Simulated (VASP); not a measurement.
# Bi2Se3 (R-3m) in VASP: single point with PBEsol

Aim: the single point of Bi2Se3 with PBEsol.

All numbers are computed with VASP 6.6.1; they aren't measurements. Logs are shortened: lines on timing, memory, paths and dates and some standing lists are left out, and cuts for length are marked.

### 1 The cell of the first run

The structure is trigonal, space group R-3m (No. 166). Conventional cell: a = 4.143 Å, b = 4.143 Å, c = 28.636 Å, α = 90.00°, β = 90.00°, γ = 120.00°. Within 3.8 Å of Bi (site symmetry 3m) lie 6 Se at 2.85 to 3.07 Å. Within 4.3 Å of Se (site symmetry -3m) lie 6 Bi at 3.07 Å and 12 Se at 4.14 to 4.23 Å. Within 3.8 Å of Se (site symmetry 3m) lie 3 Bi at 2.85 Å and 3 Se at 3.52 Å.

### 2 Single point, PBEsol

File INCAR:

```
SYSTEM = Bi2Se3
PREC     = Accurate       ! precision mode
ENCUT    = 520            ! plane-wave cutoff, eV
EDIFF    = 1E-6           ! SCF threshold, eV
ISMEAR   = 0              ! smearing method
SIGMA    = 0.1            ! smearing width, eV
LREAL    = .False.        ! projectors in reciprocal space
LASPH    = .True.         ! aspherical terms in the spheres
NELM     = 100            ! most SCF steps
ALGO     = Normal         ! electronic algorithm
ISIF     = 2              ! what is computed and relaxed
LWAVE    = .False.        ! write WAVECAR
LCHARG   = .False.        ! write CHGCAR
GGA      = PS             ! functional
NBANDS   = 32             ! bands
```

File KPOINTS:

```
regular mesh
0
Gamma
  6 6 6
  0 0 0
```

File POSCAR:

```
Bi2Se3
1.0
    2.0715000000      1.1959810826      9.5453333333
   -2.0715000000      1.1959810826      9.5453333333
    0.0000000000     -2.3919621653      9.5453333333
Bi Se
2 3
Direct
    0.4008000000      0.4008000000      0.4008000000
    0.5992000000      0.5992000000      0.5992000000
    0.0000000000      0.0000000000      0.0000000000
    0.2117000000      0.2117000000      0.2117000000
    0.7883000000      0.7883000000      0.7883000000
```

Potentials or basis: VASP PAW PBE potentials, release 64 (Bi_d, Se).

Run with:

```bash
> cat potpaw_PBE.64/Bi_d/POTCAR potpaw_PBE.64/Se/POTCAR > POTCAR
> mpirun -np 1 vasp_std > vasp.out
```

OUTCAR:

```text
SYSTEM = Bi2Se3
   PREC = Accurate
   ENCUT = 520
   EDIFF = 1E-6
   ISMEAR = 0
   LREAL = .False.
   LASPH = .True.
   NELM = 100
   ISIF = 2
   GGA = PS

 ion  position               nearest neighbor table
   1  0.401  0.401  0.401-   5 2.85   5 2.85   5 2.85   3 3.07   3 3.07   3 3.07
   2  0.599  0.599  0.599-   4 2.85   4 2.85   4 2.85   3 3.07   3 3.07   3 3.07
   3  0.000  0.000  0.000-   2 3.07   2 3.07   1 3.07   1 3.07   2 3.07   1 3.07
   4  0.212  0.212  0.212-   2 2.85   2 2.85   2 2.85
   5  0.788  0.788  0.788-   1 2.85   1 2.85   1 2.85

  LATTYP: Found a trigonal (rhomboedric) cell.
 ALAT       =     9.8404710987
 COS(alpha) =     0.9113725833

  Lattice vectors:

 A1 = (   2.0715000000,   1.1959810826,   9.5453333333)
 A2 = (  -2.0715000000,   1.1959810826,   9.5453333333)
 A3 = (   0.0000000000,  -2.3919621653,   9.5453333333)

Analysis of symmetry for initial positions (statically):
=====================================================================
 Subroutine PRICEL returns:
 Original cell was already a primitive cell.

 Routine SETGRP: Setting up the symmetry group for a
 trigonal (rhombohedral) supercell.

 Subroutine GETGRP returns: Found 12 space group operations
 (whereof 12 operations were pure point group operations)
 out of a pool of 12 trial point group operations.

The static configuration has the point symmetry D_3d.

Analysis of symmetry for dynamics (positions and initial velocities):
=====================================================================
 Subroutine PRICEL returns:
 Original cell was already a primitive cell.

 Routine SETGRP: Setting up the symmetry group for a
 trigonal (rhombohedral) supercell.

 Subroutine GETGRP returns: Found 12 space group operations
 (whereof 12 operations were pure point group operations)
 out of a pool of 12 trial point group operations.

The dynamic configuration has the point symmetry D_3d.

 Subroutine INISYM returns: Found 12 space group operations
 (whereof 12 operations are pure point group operations),
 and found     1 'primitive' translations

----------------------------------------------------------------------------------------

                                     Primitive cell

  volume of cell :     141.8899
[... 87 lines left out ...]
   ISTART =      0    job   : 0-new  1-cont  2-samecut
   ICHARG =      2    charge: 1-file 2-atom 10-const
   ISPIN  =      1    spin polarized calculation?
   LNONCOLLINEAR =      F non collinear calculations
   LSORBIT =      F    spin-orbit coupling
   LASPH  =      T    aspherical Exc in radial PAW
   ENCUT  =  520.0 eV  38.22 Ry    6.18 a.u.  18.30 18.30 18.30*2*pi/ulx,y,z
   NELM   =    100;   NELMIN=  2; NELMDL= -5     # of ELM steps
   EDIFF  = 0.1E-05   stopping-criterion for ELM
   LREAL  =      F    real-space projection
   EDIFFG = 0.1E-04   stopping-criterion for IOM
   NSW    =      0    number of steps for IOM
   IBRION =     -1    ionic relax: 0-MD 1-quasi-New 2-CG
   NFREE  =      0    steps in history (QN), initial steepest desc. (CG)
   ISIF   =      2    stress and relaxation
   ISYM   =      2    0-nonsym 1-usesym 2-fastsym
   POTIM  = 0.5000    time-step for ionic-motion
   TEBEG  =    0.0;   TEEND  =   0.0 temperature during run
   PSTRESS=    0.0 pullay stress
   NELECT =      48.0000    total number of electrons
   NUPDOWN=      -1.0000    fix difference up-down
   EMIN   =  10.00;   EMAX   =-10.00  energy-range for DOS
   EFERMI =   0.00;   METHOD = LEGACY
   ISMEAR =     0;   SIGMA  =   0.10  broadening in eV -4-tet -1-fermi 0-gaus
   EFERMI_NEDOS =   21; number of points for ismear=-14 and -15
   IALGO  =     38    algorithm
   IMIX   =      4    mixing-type and parameters
     AMIX     =   0.40;   BMIX     =  1.00
     AMIX_MAG =   1.60;   BMIX_MAG =  1.00
  volume/ion in A,a.u.               =      28.38       191.50
  Fermi-wavevector in a.u.,A,eV,Ry     =   1.140700  2.155610 17.703848  1.301196
  Thomas-Fermi vector in A             =   2.277401
   LORBIT       =      0    0 simple, 1 ext, 2 COOP (PROOUT), +10 PAW based schemes
   GGA     = PS    functional components
   LHFCALC =     F    Hartree Fock is set to
   AEXX    =    0.0000 exact exchange contribution
   IVDW    =     0    specifies the selected vdW correction
   LEPSILON=     F    determine dielectric tensor
   LRPA    =     F    only Hartree local field effects (RPA)
 non-spin polarized calculation
 Gauss-broadening in eV      SIGMA  =   0.10
  energy-cutoff  :      520.00
  volume of cell :      141.89
 maximum number of plane-waves:      3848
 NGX is ok and might be reduce to    80
   NGX = 37   NGY = 37   NGZ = 37

 number of electron      47.9999997 magnetization

 Free energy of the ion-electron system (eV)
  ---------------------------------------------------
  ext. energy  EPLUGINS =         0.00000000
  ---------------------------------------------------
  free energy    TOTEN  =       -22.04972893 eV

  energy without entropy =      -22.04941167  energy(sigma->0) =      -22.04957030

 E-fermi :   4.8921     XC(G=0):  -9.6814

 val. band max:        4.8211493922   @ k =   0.0000   0.0000   0.0000
 cond. band min:       4.9631269863   @ k =   0.0000   0.0000   0.0000
 fundamental gap:      0.1419775941
 Fermi energy:         4.8921275852

 k-point     1 :       0.0000    0.0000    0.0000
  band No.  band energies     occupation
      1     -18.2056      2.00000
      2     -18.2056      2.00000
      3     -18.2037      2.00000
      4     -18.2037      2.00000
      5     -18.1950      2.00000
      6     -18.1924      2.00000
[... 829 lines left out ...]
     31       9.7416      0.00000
     32      11.2143      0.00000

 [... further k-points ...]
[... 5 lines left out ...]
  --------------------------------------------------------------------------------------
  -------------------------------------------------------------------------------------
  Total       -0.2772533     -0.2772533     -0.2407891      0.0000000      0.0000000      0.0000000
  in kB       -3.1306586     -3.1306586     -2.7189157      0.0000000      0.0000000      0.0000000
  external PRESSURE =      -2.9934110 kB  Pullay stress =       0.0000000 kB

 VOLUME and BASIS-vectors are now :
 -----------------------------------------------------------------------------
  energy-cutoff  :      520.00
  volume of cell :      141.89
      direct lattice vectors                 reciprocal lattice vectors
     2.071500000  1.195981083  9.545333333     0.241370987  0.139355604  0.034921078
    -2.071500000  1.195981083  9.545333333    -0.241370987  0.139355604  0.034921078
     0.000000000 -2.391962165  9.545333333     0.000000000 -0.278711209  0.034921078

 POSITION                                       TOTAL-FORCE (eV/Angst)
 -----------------------------------------------------------------------------------
      0.00000     -0.00000     11.47731         0.000000      0.000000     -0.191667
      0.00000     -0.00000     17.15869         0.000000     -0.000000      0.191667
      0.00000      0.00000      0.00000         0.000000      0.000000      0.000000
      0.00000     -0.00000      6.06224         0.000000      0.000000     -0.097385
      0.00000     -0.00000     22.57376         0.000000     -0.000000      0.097385
 -----------------------------------------------------------------------------------
    total drift:                                0.000000      0.000000     -0.000000

  FREE ENERGIE OF THE ION-ELECTRON SYSTEM (eV)
  ---------------------------------------------------
  free  energy   TOTEN  =       -22.0497289342 eV

  energy  without entropy=      -22.0494116702  energy(sigma->0) =      -22.04957030
```

It took 22 min on 1 thread of Intel Xeon 8259CL, shared host; peak memory 0.95 GiB.

What came out:

* Free energy: -22.0497 eV
* Pressure: -0.3 GPa
* Largest force: 0.192 eV/Å
* Band gap on the k mesh: 0.14 eV

Forces in eV/Å, atoms in the order of the input:
```
Bi   0.000  0.000 -0.192
Bi   0.000  0.000  0.192
Se   0.000  0.000  0.000
Se   0.000  0.000 -0.097
Se   0.000  0.000  0.097
```

Caveat: the PAW data sets were made with another functional, which shifts forces and pressure a little; spin-orbit coupling is left out, which moves the levels of the heavy elements.
